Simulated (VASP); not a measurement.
# NaLu2OsO6 (Fm-3m) in VASP: single point with r2SCAN

Aim: the single point of NaLu2OsO6 with r2SCAN.

Program: VASP 6.6.1. These are calculated values, not measurements. Logs are shortened: lines on timing, memory, paths and dates and some standing lists are left out, and cuts for length are marked.

**1. The cell of the first run**

Symmetry: Fm-3m, No. 225, cubic system. Conventional cell: a = 7.860 Å, b = 7.860 Å, c = 7.860 Å, α = 90.00°, β = 90.00°, γ = 90.00°. Within 2.9 Å of Na (site symmetry m-3m) lie 6 O at 2.17 Å. Lu (site symmetry -43m) has 12 O at 2.79 Å and 4 Na at 3.40 Å and 4 Os at 3.40 Å within 3.7 Å. Within 2.3 Å of Os (site symmetry m-3m) lie 6 O at 1.76 Å. O (site symmetry 4mm) has 1 Os at 1.76 Å and 1 Na at 2.17 Å within 2.3 Å.

**2. Single point, r2SCAN**

The input, POSCAR:

```
NaLu2OsO6
1.0
    0.0000000000      3.9298360000      3.9298360000
    3.9298360000      0.0000000000      3.9298360000
    3.9298360000      3.9298360000      0.0000000000
Na Lu Os O
1 2 1 6
Direct
    0.5000000000      0.5000000000      0.5000000000
    0.2500000000      0.2500000000      0.2500000000
    0.7500000000      0.7500000000      0.7500000000
    0.0000000000      0.0000000000      0.0000000000
    0.7760000000      0.2240000000      0.2240000000
    0.2240000000      0.7760000000      0.2240000000
    0.2240000000      0.7760000000      0.7760000000
    0.7760000000      0.2240000000      0.7760000000
    0.2240000000      0.2240000000      0.7760000000
    0.7760000000      0.7760000000      0.2240000000
```

The input, INCAR.step1:

```
SYSTEM = NaLu2OsO6
PREC = Accurate
ENCUT = 520
ISMEAR = -1
SIGMA = 0.1
LREAL = .FALSE.
LASPH = .TRUE.
NELM = 80
NBANDS = 62
GGA = PE
ALGO = Normal
EDIFF = 1E-4
LWAVE = .TRUE.
LCHARG = .FALSE.
```

The input, INCAR.step2:

```
SYSTEM = NaLu2OsO6
PREC = Accurate
ENCUT = 520
EDIFF = 1E-6
ISMEAR = -1
SIGMA = 0.1
LREAL = .FALSE.
LASPH = .TRUE.
NELM = 80
ALGO = Normal
ISIF = 2
LWAVE = .FALSE.
LCHARG = .FALSE.
METAGGA = R2SCAN
LMIXTAU = .TRUE.
NBANDS = 62
ISTART = 1
```

The input, KPOINTS:

```
regular mesh
0
G
  8 8 8
  0 0 0
```

Potentials or basis: VASP PAW PBE potentials, release 64 (Na_pv, Lu, Os, O).

Started as:

```console
$ cat potpaw_PBE.64/Na_pv/POTCAR potpaw_PBE.64/Lu/POTCAR potpaw_PBE.64/Os/POTCAR potpaw_PBE.64/O/POTCAR > POTCAR
$ cp INCAR.step1 INCAR
$ mpirun -np 1 vasp_std > vasp.out
$ cp INCAR.step2 INCAR
$ mpirun -np 1 vasp_std > vasp.out
```

OUTCAR:

```text
SYSTEM = NaLu2OsO6
   PREC = Accurate
   ENCUT = 520
   EDIFF = 1E-6
   ISMEAR = -1
   LREAL = .FALSE.
   LASPH = .TRUE.
   NELM = 80
   ISIF = 2
   METAGGA = R2SCAN
   ISTART = 1

 ion  position               nearest neighbor table
   1  0.500  0.500  0.500-   5 2.17   6 2.17   7 2.17   8 2.17   9 2.17  10 2.17
   2  0.250  0.250  0.250-   5 2.79   8 2.79  10 2.79   6 2.79   7 2.79  10 2.79   7 2.79   8 2.79
                             9 2.79   5 2.79   6 2.79   9 2.79   4 3.40   4 3.40   4 3.40   4 3.40
   3  0.750  0.750  0.750-   7 2.79   8 2.79  10 2.79   5 2.79   6 2.79  10 2.79   5 2.79   8 2.79
                             9 2.79   6 2.79   7 2.79   9 2.79   4 3.40   4 3.40   4 3.40   4 3.40
   4  0.000  0.000  0.000-   5 1.76   6 1.76   7 1.76   8 1.76   9 1.76  10 1.76   3 3.40   3 3.40
                             2 3.40   3 3.40   3 3.40   2 3.40   2 3.40   2 3.40
   5  0.776  0.224  0.224-   4 1.76   1 2.17   3 2.79   2 2.79   3 2.79   2 2.79
   6  0.224  0.776  0.224-   4 1.76   1 2.17   3 2.79   2 2.79   3 2.79   2 2.79
   7  0.224  0.776  0.776-   4 1.76   1 2.17   3 2.79   3 2.79   2 2.79   2 2.79
   8  0.776  0.224  0.776-   4 1.76   1 2.17   3 2.79   3 2.79   2 2.79   2 2.79
   9  0.224  0.224  0.776-   4 1.76   1 2.17   3 2.79   2 2.79   3 2.79   2 2.79
  10  0.776  0.776  0.224-   4 1.76   1 2.17   3 2.79   3 2.79   2 2.79   2 2.79

  LATTYP: Found a face centered cubic cell.
 ALAT       =     7.8596720000

  Lattice vectors:

 A1 = (   0.0000000000,   3.9298360000,   3.9298360000)
 A2 = (   3.9298360000,   0.0000000000,   3.9298360000)
 A3 = (   3.9298360000,   3.9298360000,   0.0000000000)

Analysis of symmetry for initial positions (statically):
=====================================================================
 Subroutine PRICEL returns:
 Original cell was already a primitive cell.

 Routine SETGRP: Setting up the symmetry group for a
 face centered cubic supercell.

 Subroutine GETGRP returns: Found 48 space group operations
 (whereof 48 operations were pure point group operations)
 out of a pool of 48 trial point group operations.

The static configuration has the point symmetry O_h .

Analysis of symmetry for dynamics (positions and initial velocities):
=====================================================================
 Subroutine PRICEL returns:
 Original cell was already a primitive cell.

 Routine SETGRP: Setting up the symmetry group for a
 face centered cubic supercell.

 Subroutine GETGRP returns: Found 48 space group operations
 (whereof 48 operations were pure point group operations)
 out of a pool of 48 trial point group operations.

The dynamic configuration has the point symmetry O_h .

 Subroutine INISYM returns: Found 48 space group operations
 (whereof 48 operations are pure point group operations),
 and found     1 'primitive' translations

----------------------------------------------------------------------------------------

                                     Primitive cell

  volume of cell :     121.3817

  direct lattice vectors                    reciprocal lattice vectors
     0.000000000  3.929836000  3.929836000    -0.127231773  0.127231773  0.127231773
     3.929836000  0.000000000  3.929836000     0.127231773 -0.127231773  0.127231773
     3.929836000  3.929836000  0.000000000     0.127231773  0.127231773 -0.127231773

  length of vectors
     5.557627369  5.557627369  5.557627369     0.220371894  0.220371894  0.220371894

  position of ions in fractional coordinates (direct lattice)
     0.500000000  0.500000000  0.500000000
     0.250000000  0.250000000  0.250000000
     0.750000000  0.750000000  0.750000000
     0.000000000  0.000000000  0.000000000
     0.776000000  0.224000000  0.224000000
     0.224000000  0.776000000  0.224000000
     0.224000000  0.776000000  0.776000000
     0.776000000  0.224000000  0.776000000
     0.224000000  0.224000000  0.776000000
     0.776000000  0.776000000  0.224000000

  ion indices of the primitive-cell ions
   primitive index   ion index
                 1           1
                 2           2
                 3           3
                 4           4
                 5           5
                 6           6
                 7           7
                 8           8
                 9           9
                10          10

----------------------------------------------------------------------------------------

 KPOINTS: regular mesh

Automatic generation of k-mesh.
 Grid dimensions read from file:
 generate k-points for:    8    8    8

 Generating k-lattice:

  Cartesian coordinates                     Fractional coordinates (reciprocal lattice)
    -0.015903972  0.015903972  0.015903972     0.125000000  0.000000000  0.000000000
     0.015903972 -0.015903972  0.015903972     0.000000000  0.125000000  0.000000000
     0.015903972  0.015903972 -0.015903972     0.000000000  0.000000000  0.125000000

  Length of vectors
     0.027546487  0.027546487  0.027546487

  Shift w.r.t. Gamma in fractional coordinates (k-lattice)
     0.000000000  0.000000000  0.000000000

 Subroutine IBZKPT returns following result:
 ===========================================

 Found     29 irreducible k-points:

 Following reciprocal coordinates:
            Coordinates               Weight
  0.000000  0.000000  0.000000      1.000000
  0.125000  0.000000  0.000000      8.000000
  0.250000  0.000000  0.000000      8.000000
  0.375000  0.000000  0.000000      8.000000
  0.500000  0.000000  0.000000      4.000000
  0.125000  0.125000  0.000000      6.000000
[... 16 lines left out ...]
  0.500000  0.250000  0.125000     48.000000
 -0.375000  0.250000  0.125000     24.000000
 [... further k-points ...]
   k-points           NKPTS =     29   k-points in BZ     NKDIM =     29   number of bands    NBANDS=     62
   number of dos      NEDOS =    301   number of ions     NIONS =     10
   total plane-waves  NPLWV =  74088
   dimension x,y,z NGX =    42 NGY =   42 NGZ =   42
   dimension x,y,z NGXF=    84 NGYF=   84 NGZF=   84
   ions per type =               1   2   1   6
   NGX,Y,Z   is equivalent  to a cutoff of  12.56, 12.56, 12.56 a.u.
   NGXF,Y,Z  is equivalent  to a cutoff of  25.13, 25.13, 25.13 a.u.
 SYSTEM =  NaLu2OsO6
   PREC   = accura    normal or accurate (medium, high low for compatibility)
   ISTART =      1    job   : 0-new  1-cont  2-samecut
   ICHARG =      0    charge: 1-file 2-atom 10-const
   ISPIN  =      1    spin polarized calculation?
   LNONCOLLINEAR =      F non collinear calculations
   LSORBIT =      F    spin-orbit coupling
   LASPH  =      T    aspherical Exc in radial PAW
   ENCUT  =  520.0 eV  38.22 Ry    6.18 a.u.  10.33 10.33 10.33*2*pi/ulx,y,z
   NELM   =     80;   NELMIN=  2; NELMDL=  0     # of ELM steps
   EDIFF  = 0.1E-05   stopping-criterion for ELM
   LREAL  =      F    real-space projection
[... 7 lines left out ...]
   TEBEG  =    0.0;   TEEND  =   0.0 temperature during run
   PSTRESS=    0.0 pullay stress
   NELECT =     101.0000    total number of electrons
   NUPDOWN=      -1.0000    fix difference up-down
   EMIN   =  10.00;   EMAX   =-10.00  energy-range for DOS
   EFERMI =   0.00;   METHOD = LEGACY
   ISMEAR =    -1;   SIGMA  =   0.10  broadening in eV -4-tet -1-fermi 0-gaus
   EFERMI_NEDOS =   21; number of points for ismear=-14 and -15
   IALGO  =     38    algorithm
   IMIX   =      4    mixing-type and parameters
     AMIX     =   0.40;   BMIX     =  1.00
     AMIX_MAG =   1.60;   BMIX_MAG =  1.00
  volume/ion in A,a.u.               =      12.14        81.91
  Fermi-wavevector in a.u.,A,eV,Ry     =   1.539800  2.909799 32.259179  2.370983
  Thomas-Fermi vector in A             =   2.645977
   LORBIT       =      0    0 simple, 1 ext, 2 COOP (PROOUT), +10 PAW based schemes
   METAGGA = R2SCAN    functional components
   LHFCALC =     F    Hartree Fock is set to
   AEXX    =    0.0000 exact exchange contribution
   IVDW    =     0    specifies the selected vdW correction
   LEPSILON=     F    determine dielectric tensor
   LRPA    =     F    only Hartree local field effects (RPA)
 non-spin polarized calculation
  energy-cutoff  :      520.00
  volume of cell :      121.38
 maximum number of plane-waves:      3294
 NGX is ok and might be reduce to    42
   NGX = 21   NGY = 21   NGZ = 21

 number of electron     101.0000014 magnetization

 Free energy of the ion-electron system (eV)
  ---------------------------------------------------
  ext. energy  EPLUGINS =         0.00000000
  ---------------------------------------------------
  free energy    TOTEN  =      -184.73769489 eV

  energy without entropy =     -184.57389592  energy(sigma->0) =     -184.65579540

 E-fermi :   5.4080     XC(G=0): -12.2590

 val. band max:        5.4015443775   @ k =   0.5000   0.1250   0.0000
 cond. band min:       5.4086315662   @ k =   0.5000   0.2500   0.1250
 fundamental gap:      0.0070871887
 Fermi energy:         5.4079654784

 k-point     1 :       0.0000    0.0000    0.0000
  band No.  band energies     occupation
      1     -55.0529      2.00000
      2     -55.0488      2.00000
      3     -24.9949      2.00000
      4     -24.9947      2.00000
      5     -24.9947      2.00000
      6     -24.9459      2.00000
[... 54 lines left out ...]
     61       8.1581      0.00000
     62       8.7501      0.00000

 k-point     2 :       0.1250    0.0000    0.0000
  band No.  band energies     occupation
      1     -55.0527      2.00000
      2     -55.0490      2.00000
      3     -24.9942      2.00000
      4     -24.9934      2.00000
      5     -24.9932      2.00000
      6     -24.9497      2.00000
[... 54 lines left out ...]
     61       8.2459      0.00000
     62       8.9927      0.00000

 k-point     3 :       0.2500    0.0000    0.0000
  band No.  band energies     occupation
      1     -55.0523      2.00000
      2     -55.0494      2.00000
      3     -24.9925      2.00000
      4     -24.9889      2.00000
      5     -24.9887      2.00000
      6     -24.9597      2.00000
[... 1354 lines left out ...]
     61       8.8251      0.00000
     62       9.1231      0.00000

 k-point    24 :      -0.3750    0.2500    0.1250
  band No.  band energies     occupation
      1     -55.0508      2.00000
      2     -55.0508      2.00000
      3     -25.0114      2.00000
      4     -25.0046      2.00000
      5     -24.9757      2.00000
      6     -24.9747      2.00000
[... 54 lines left out ...]
     61       8.8698      0.00000
     62       8.9255      0.00000

 [... further k-points ...]

------------------------ aborting loop because EDIFF is reached ----------------------------------------

  FORCE on cell =-STRESS in cart. coord.  units (eV):
  Direction    XX          YY          ZZ          XY          YZ          ZX
  --------------------------------------------------------------------------------------
  -------------------------------------------------------------------------------------
  Total       17.0511257     17.0511257     17.0511257     -0.0000000      0.0000000      0.0000000
  in kB      225.0662432    225.0662432    225.0662432     -0.0000000      0.0000000      0.0000000
  external PRESSURE =     225.0662432 kB  Pullay stress =       0.0000000 kB

 VOLUME and BASIS-vectors are now :
 -----------------------------------------------------------------------------
  energy-cutoff  :      520.00
  volume of cell :      121.38
      direct lattice vectors                 reciprocal lattice vectors
     0.000000000  3.929836000  3.929836000    -0.127231773  0.127231773  0.127231773
     3.929836000  0.000000000  3.929836000     0.127231773 -0.127231773  0.127231773
     3.929836000  3.929836000  0.000000000     0.127231773  0.127231773 -0.127231773

 POSITION                                       TOTAL-FORCE (eV/Angst)
 -----------------------------------------------------------------------------------
      3.92984      3.92984      3.92984         0.000000      0.000000     -0.000000
      1.96492      1.96492      1.96492        -0.000000      0.000000      0.000000
      5.89475      5.89475      5.89475        -0.000000     -0.000000     -0.000000
      0.00000      0.00000      0.00000         0.000000      0.000000      0.000000
      1.76057      3.92984      3.92984         8.024689      0.000000      0.000000
      3.92984      1.76057      3.92984         0.000000      8.024689      0.000000
      6.09911      3.92984      3.92984        -8.024689      0.000000      0.000000
      3.92984      6.09911      3.92984         0.000000     -8.024689      0.000000
      3.92984      3.92984      1.76057         0.000000      0.000000      8.024689
      3.92984      3.92984      6.09911         0.000000      0.000000     -8.024689
 -----------------------------------------------------------------------------------
    total drift:                               -0.000000     -0.000000      0.000000

  FREE ENERGIE OF THE ION-ELECTRON SYSTEM (eV)
  ---------------------------------------------------
  free  energy   TOTEN  =      -184.7376948889 eV

  energy  without entropy=     -184.5738959205  energy(sigma->0) =     -184.65579540
```

It took 14 min on 1 thread of Intel Xeon Platinum 8488C (Sapphire Rapids), shared host; peak memory 0.42 GiB.

What came out:

```
Free energy            : -184.7377 eV
Pressure               : 22.5 GPa
Largest force          : 8.025 eV/Å
Band gap on the k mesh : zero (an odd number of electrons rules out a gap without spin polarisation)
```

Forces on the atoms (eV/Å):
```
Na   0.000  0.000  0.000
Lu   0.000  0.000  0.000
Lu   0.000  0.000  0.000
Os   0.000  0.000  0.000
O    8.025  0.000  0.000
O    0.000  8.025  0.000
O   -8.025  0.000  0.000
O    0.000 -8.025  0.000
O    0.000  0.000  8.025
O    0.000  0.000 -8.025
```

Levels at points of the mesh, in eV from the Fermi level:
```csv
k point,band 47,band 48,band 49,band 50,band 51,band 52,band 53,band 54
"(0.00, 0.00, 0.00)",-3.15,-3.15,-3.15,-0.30,-0.30,-0.30,0.55,0.55
"(0.50, 0.00, 0.00)",-3.87,-3.87,-3.46,-0.34,-0.02,-0.02,2.19,2.27
"(0.50, 0.50, 0.00)",-3.92,-3.92,-3.32,-1.04,0.88,0.88,2.11,2.23
```

Caveat: the cell stands under pressure; the PAW data sets were made with another functional, which shifts forces and pressure a little; spin-orbit coupling is left out, which moves the levels of the heavy elements; an odd number of electrons without spin polarisation forces a metal; a magnetic or distorted state may lie lower.
